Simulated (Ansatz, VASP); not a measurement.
# One calculation of W, two programs

```
CELL_PARAMETERS angstrom
2.57708 0.00000 0.00000
0.00000 2.57708 0.00000
0.00000 0.00000 2.57708
ATOMIC_POSITIONS crystal
W 0.00000 0.00000 0.00000
```

Alike in both runs: task relaxation of cell and atoms; functional PBEsol; k mesh 12 × 12 × 12; occupations fermi-dirac, width 0.1 eV; no spin polarisation.

|  | VASP | Ansatz |
| --- | --- | --- |
| version | VASP 6.6.1 | Ansatz 0.2.0 |
| potentials or method | VASP PAW PBE potentials, release 64 (W_sv), cutoff 600 eV | plane waves (420 eV) with PAW, scalar-relativistic |
| valence electrons in the cell | 14 | 14 |

Ansatz gave:

- relaxed volume (Å³/atom): 17.77
- relaxed cell length with the largest relative difference (Å): 2.610

Problem. Which values does VASP return?

Solution. Relaxed volume (Å³/atom): 17.84; relaxed cell length with the largest relative difference (Å): 2.613.

VASP's potentials were made for PBE, not for PBEsol, and Ansatz warns of the same on its side.

Spin-orbit coupling is off throughout.
